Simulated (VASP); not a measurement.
The system is HfO2.

```
CELL_PARAMETERS angstrom
5.55640 0.00000 0.00000
0.00000 3.33360 0.00000
0.00000 0.00000 6.50500
ATOMIC_POSITIONS crystal
Hf 0.74868 0.75000 0.60787
Hf 0.25132 0.25000 0.39213
Hf 0.24868 0.75000 0.89213
Hf 0.75132 0.25000 0.10787
O 0.63950 0.25000 0.42340
O 0.36050 0.75000 0.57660
O 0.13950 0.25000 0.07660
O 0.86050 0.75000 0.92340
O 0.52079 0.25000 0.84145
O 0.47921 0.75000 0.15855
O 0.02079 0.25000 0.65855
O 0.97921 0.75000 0.34145
```

```yaml
Program: VASP 6.6.1
Task: relaxation of cell and atoms
Functional: PBEsol
Potentials_or_basis: VASP PAW PBE potentials, release 64 (Hf_pv, O)
Cutoff: 600 eV
k_mesh: 5 × 8 × 4
Occupations: fermi-dirac, width 0.05 eV
Spin: no spin polarisation
```

At the start: pressure -9.5 GPa; volume 10.04 Å³/atom.

Q: Where does the relaxation end?

A: Over 14 steps the energy falls by 11.7 meV/atom and the volume is 9.65 Å³/atom (-3.9 %); space group Pnma (No. 62, to 0.1 Å) before and after.

Step by step:
```tsv
step	energy change (eV)	largest force (eV/Å)	pressure (GPa)	volume (Å³)
1	0.0000	0.0869	-9.54	120.49
2	0.2060	0.5881	18.01	110.37
3	-0.1243	0.1740	-0.22	116.51
4	-0.1243	0.1788	-0.03	116.43
5	-0.1310	0.0832	0.04	116.22
6	-0.1325	0.1354	0.11	116.06
7	-0.1365	0.0709	-0.14	116.05
8	-0.1378	0.0574	-0.38	116.05
9	-0.1388	0.0471	0.72	115.57
10	-0.1391	0.0327	0.38	115.72
11	-0.1397	0.0373	-0.20	115.91
12	-0.1398	0.0330	-0.06	115.86
13	-0.1400	0.0105	-0.01	115.84
14	-0.1400	0.0093	-0.01	115.84
```

Final structure:
```cif
data_structure
_symmetry_space_group_name_H-M 'P 1'
_symmetry_Int_Tables_number 1
_cell_length_a 5.5042
_cell_length_b 3.2759
_cell_length_c 6.4242
_cell_angle_alpha 90.000
_cell_angle_beta 90.000
_cell_angle_gamma 90.000
_cell_volume 115.84
loop_
_atom_site_label
_atom_site_type_symbol
_atom_site_fract_x
_atom_site_fract_y
_atom_site_fract_z
_atom_site_occupancy
Hf1 Hf 0.74639 0.75000 0.61184 1
Hf2 Hf 0.25361 0.25000 0.38816 1
Hf3 Hf 0.24639 0.75000 0.88816 1
Hf4 Hf 0.75361 0.25000 0.11184 1
O1 O 0.64050 0.25000 0.42586 1
O2 O 0.35950 0.75000 0.57414 1
O3 O 0.14050 0.25000 0.07414 1
O4 O 0.85950 0.75000 0.92586 1
O5 O 0.52373 0.25000 0.83919 1
O6 O 0.47627 0.75000 0.16081 1
O7 O 0.02373 0.25000 0.66081 1
O8 O 0.97627 0.75000 0.33919 1
```

Caveat: the PAW data sets were made with another functional, which shifts forces and pressure a little.
